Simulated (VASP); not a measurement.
Crystal: W.

```xyz
1
Lattice="-1.5918 1.5918 1.5918 1.5918 -1.5918 1.5918 1.5918 1.5918 -1.5918" Properties=species:S:1:pos:R:3 pbc="T T T"
W     0.0000    0.0000    0.0000
```

- Program: VASP 6.6.1
- Task: relaxation of cell and atoms
- Functional: LDA
- Potentials or basis: VASP PAW LDA potentials, release 64 (W_sv)
- Cutoff: 600 eV
- k mesh: 18 × 18 × 18
- Occupations: gaussian, width 0.1 eV
- Spin: no spin polarisation

At the start: pressure -12.2 GPa; volume 16.13 Å³/atom.

Problem. How do energy, volume and symmetry change on relaxing?

Solution. Over 7 steps the energy falls by 24.5 meV/atom and the volume is 15.51 Å³/atom (-3.9 %); space group Im-3m (No. 229, to 0.05 Å).

The path:
```csv
step,energy change (eV),largest force (eV/Å),pressure (GPa),volume (Å³)
1,0.0000,0.0000,-12.22,16.13
2,0.3480,0.0000,64.45,13.43
3,-0.0244,0.0000,-0.86,15.55
4,-0.0245,0.0000,-0.23,15.52
5,-0.0245,0.0000,0.10,15.50
6,-0.0245,0.0000,-0.22,15.52
7,-0.0245,0.0000,-0.03,15.51
```

Final structure:
```
CELL_PARAMETERS angstrom
-1.57105 1.57105 1.57105
1.57105 -1.57105 1.57105
1.57105 1.57105 -1.57105
ATOMIC_POSITIONS crystal
W 0.00000 0.00000 0.00000
```
